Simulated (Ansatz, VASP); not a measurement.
**Cl in VASP and in Ansatz**

```
CELL_PARAMETERS angstrom
0.00000 2.98677 2.98677
2.98677 0.00000 2.98677
2.98677 2.98677 0.00000
ATOMIC_POSITIONS crystal
Cl 0.87500 0.87500 0.87500
Cl 0.12500 0.12500 0.12500
```

Change from the starting cell: volume scaled by 0.9, PAW files.

Alike in both runs: task single point; functional LDA; k mesh 11 × 11 × 11; occupations fermi-dirac, width 0.08 eV; no spin polarisation.

```csv
,VASP,Ansatz
version,VASP 6.6.1,Ansatz 0.2.0
potentials or method,"VASP PAW LDA potentials, release 64 (Cl)","PAW with Ansatz's default frozen-core files, scalar-relativistic"
plane-wave cutoff (eV),520,420
valence electrons in the cell,14,14
```

Ansatz gave:

```
pressure (GPa) : 3.6
```

Task: What did VASP give for the same quantities?

Result: Pressure (GPa): 3.5.

LDA's correlation is that of Perdew and Zunger in VASP and of Perdew and Wang (1992) in Ansatz.
